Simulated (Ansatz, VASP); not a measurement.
## TiPb2: VASP beside Ansatz

The input INCAR:

```
SYSTEM = TiPb2
PREC     = Accurate       ! precision mode
ENCUT    = 520            ! plane-wave cutoff, eV
EDIFF    = 1E-7           ! SCF threshold, eV
ISMEAR   = 0              ! smearing method
SIGMA    = 0.0202         ! smearing width, eV
LREAL    = .False.        ! projectors in reciprocal space
LASPH    = .True.         ! aspherical terms in the spheres
NELM     = 60             ! most SCF steps
ALGO     = Normal         ! electronic algorithm
ISIF     = 2              ! what is computed and relaxed
LWAVE    = .False.        ! write WAVECAR
LCHARG   = .False.        ! write CHGCAR
GGA      = PE             ! functional
NBANDS   = 49             ! bands
```

Contents of KPOINTS:

```
Automatic mesh
0
Gamma
  8 8 8
  0 0 0
```

File POSCAR:

```
TiPb2
1.0
   -3.4599940000      3.4599940000      3.0225590000
    3.4599940000     -3.4599940000      3.0225590000
    3.4599940000      3.4599940000     -3.0225590000
Pb Ti
4 2
Direct
    0.6515600000      0.1515600000      0.8031200000
    0.1515600000      0.3484400000      0.5000000000
    0.3484400000      0.8484400000      0.1968800000
    0.8484400000      0.6515600000      0.5000000000
    0.2500000000      0.2500000000      0.0000000000
    0.7500000000      0.7500000000      0.0000000000
```

Input for Ansatz:

```yaml
crystal:
  lattice:
    - [-3.459994, 3.459994, 3.022559]
    - [3.459994, -3.459994, 3.022559]
    - [3.459994, 3.459994, -3.022559]
  atoms:
    - { symbol: Pb, position: [0.65156, 0.15156, 0.80312] }
    - { symbol: Pb, position: [0.15156, 0.34844, 0.5] }
    - { symbol: Pb, position: [0.34844, 0.84844, 0.19688] }
    - { symbol: Pb, position: [0.84844, 0.65156, 0.5] }
    - { symbol: Ti, position: [0.25, 0.25, 0.0] }
    - { symbol: Ti, position: [0.75, 0.75, 0.0] }
  symmetry: { tolerance: 0.0003 }
kpoints:
  mp_grid: { grid: [8, 8, 8], shift: [0, 0, 0] }
  band_path:
    path:
      - [0.0, 0.0, 0.0]
      - [0.0, 0.0, 0.5]
      - [-0.5, 0.5, 0.5]
      - [0.0, 0.0, 0.0]
      - [0.44078266, 0.44078266, -0.44078266]
      - [-0.44078266, 0.55921734, 0.44078266]
      - [-0.5, 0.5, 0.5]
      - [0.0, 0.0, 0.5]
      - [0.25, 0.25, 0.25]
      - [0.0, 0.5, 0.0]
      - [0.0, 0.0, 0.0]
    npoints: 6
magnetization:
  spin_polarized: false
scf:
  occupations: { method: gaussian, width: 0.0202 }
  lower_state_search: "off"
  max_iter: 200
hamiltonian:
  pseudopotentials: { kind: paw }
  xc: pbe
basis:
  ecutwfc: 420
  fft_grid_basis: typed
output:
  forces: true
  stress: true
  eigenvalues: true
  bader: true
  populations: true
  elf: true
  write_potential: true
  volumetric_format: npy
  dos:
    e_range: [-12, 8]
    de: 0.05
    projected: { site_lists: { Pb: [Pb], Ti: [Ti] } }
checkpoint:
  read: saved_state
```

Alike in both runs: task single point; functional PBE; k mesh 8 × 8 × 8; occupations gaussian, width 0.0202 eV; no spin polarisation.

|  | VASP | Ansatz |
| --- | --- | --- |
| version | VASP 6.6.1 | Ansatz 0.2.0 |
| potentials or method | VASP PAW PBE potentials, release 64 (Pb_d, Ti_sv), cutoff 520 eV | PAW plane waves |
| valence electrons in the cell | 80 | 80 |

|  | VASP | Ansatz | Ansatz less VASP |
| --- | --- | --- | --- |
| pressure (GPa) | 1.6 | 1.7 | +0.03 |
| traceless stress, the component that is largest in VASP (GPa) | -4.59 | -4.60 | -0.006 |
| rms of the force components (eV/Å) | 0.571 | 0.571 | -0.0001 |

Atom by atom the forces differ by 0.000 eV/Å (rms over components). With one functional, cell and mesh, what is left measures potentials, basis and numerics.

Spin-orbit coupling is off throughout.
